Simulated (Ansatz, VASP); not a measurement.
Two plane-wave programs on BeTe

```
Be Te
1.0
     0.00000    2.81000    2.81000
     2.81000    0.00000    2.81000
     2.81000    2.81000    0.00000
Be Te
1 1
Direct
  0.00000 0.00000 0.00000
  0.25000 0.25000 0.25000
```

Alike in both runs: task single point; functional PBEsol; k mesh 6 × 6 × 6; occupations gaussian, width 0.1 eV; no spin polarisation.

```csv
,VASP,Ansatz
version,VASP 6.6.1,Ansatz 0.2.0
potentials or method,"VASP PAW PBE potentials, release 64 (Be, Te), cutoff 600 eV","scalar-relativistic, plane waves, PAW"
valence electrons in the cell,8,18
```

Ansatz gave:

```
gap on the k mesh at the Fermi level (eV) : 1.85
least direct gap on the mesh (eV)         : 3.61
pressure (GPa)                            : -0.4
```

Task: What did VASP give for the same quantities?

Result: gap on the k mesh at the Fermi level (eV): 1.84; least direct gap on the mesh (eV): 3.59; pressure (GPa): -0.2.

VASP's potentials were made for PBE, not for PBEsol, and Ansatz warns of the same on its side. VASP's potentials hold 8 valence electrons a cell and Ansatz's 18, so a difference there can come from the potentials and not from the codes.

Neither program's run includes spin-orbit coupling.
